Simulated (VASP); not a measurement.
CaSe: single point with PBE

The system is CaSe.

```
Ca Se
1.0
     0.00000    2.96753    2.96753
     2.96753    0.00000    2.96753
     2.96753    2.96753    0.00000
Ca Se
1 1
Direct
  0.00000 0.00000 0.00000
  0.50000 0.50000 0.50000
```

```yaml
Program: VASP 6.6.1
Task: single point
Functional: PBE
Potentials_or_basis: VASP PAW PBE potentials, release 64 (Ca_sv, Se)
Cutoff: 520 eV
k_mesh: 6 × 6 × 6
Occupations: gaussian, width 0.01 eV
Spin: no spin polarisation
Dipole_correction: no
Further_INCAR_settings: ALGO = Normal; EDIFF = 1e-06; NBANDS = 15
```

```yaml
Pressure: 0.7 GPa
Band_gap_on_the_k_mesh: 2.05 eV, indirect (least direct gap 2.97 eV)
```

Levels at points of the mesh, in eV from the valence-band top:
```
           k point  band 6  band 7  band 8  band 9  band 10  band 11
(0.00, 0.00, 0.00)    0.00    0.00    0.00    3.29     3.71     3.71
(0.50, 0.00, 0.00)   -3.25   -1.18   -1.18    4.50     5.45     5.48
(0.50, 0.50, 0.00)   -2.49   -0.92   -0.92    2.05     5.01     5.02
```

Wall time 22 s on 1 thread of AMD EPYC 7571, with other jobs on the host, peak memory 0.14 GiB.

A k mesh can miss the band edges. A hybrid or GW would open this gap; PBE tends to underestimate it.
